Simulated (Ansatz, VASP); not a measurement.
**BP: VASP beside Ansatz**

Contents of POSCAR:

```
BP
1.0
    0.0000000000      2.2677136497      2.2677136497
    2.2677136497      0.0000000000      2.2677136497
    2.2677136497      2.2677136497      0.0000000000
B P
1 1
Direct
    0.0000000000      0.0000000000      0.0000000000
    0.7500000000      0.7500000000      0.7500000000
```

INCAR.step1

```
PREC = Accurate
ENCUT = 520
ISMEAR = -5
SIGMA = 0.1
LREAL = False
LASPH = True
NELM = 100
NBANDS = 11
GGA = PE
ALGO = Normal
EDIFF = 1E-4
LWAVE = True
LCHARG = False
```

Contents of INCAR.step2:

```
PREC = Accurate
ENCUT = 520
EDIFF = 1E-7
ISMEAR = -5
SIGMA = 0.1
LREAL = False
LASPH = True
NELM = 100
ALGO = Normal
ISIF = 2
LWAVE = False
LCHARG = True
METAGGA = R2SCAN
LMIXTAU = True
IVDW = 13
VDW_S6 = 1.0
VDW_S8 = 0.6018749
VDW_A1 = 0.51559235
VDW_A2 = 5.77342911
LELF = True
LVHAR = True
NBANDS = 11
ISTART = 1
```

The input KPOINTS:

```
regular mesh
0
Gamma
  8 8 8
```

Input for Ansatz:

```yaml
crystal:
  lattice:
    - [0.0, 2.2677136497, 2.2677136497]
    - [2.2677136497, 0.0, 2.2677136497]
    - [2.2677136497, 2.2677136497, 0.0]
  atoms:
    - { symbol: B, position: [0.0, 0.0, 0.0] }
    - { symbol: P, position: [0.75, 0.75, 0.75] }
basis:
  ecutwfc: 500
  ecutrho_ratio: 4
kpoints:
  mp_grid: { grid: [8, 8, 8] }
hamiltonian:
  xc: r2scan
  dispersion: d4
scf:
  occupations: { method: tetrahedron }
  lower_state_search: "off"
output:
  forces: true
  stress: true
  write_density: true
  write_potential: true
  elf: true
  volumetric_format: npy
```

Alike in both runs: task single point; functional r2SCAN; dispersion D4; k mesh 8 × 8 × 8; occupations tetrahedron; no spin polarisation.

|  | VASP | Ansatz |
| --- | --- | --- |
| version | VASP 6.6.1 | Ansatz 0.2.0 |
| potentials or method | VASP PAW PBE potentials, release 64 (B, P), cutoff 520 eV | scalar-relativistic, plane waves, PAW |
| valence electrons in the cell | 8 | 8 |

```csv
,VASP,Ansatz,Ansatz less VASP
gap on the k mesh at the Fermi level (eV),1.47,1.44,-0.030
pressure (GPa),-2.2,-1.6,+0.50
```

VASP's potentials were made for PBE, not for r2SCAN. Ansatz's warnings: band table not solved further, tetrahedron derivatives may miss energy slope.
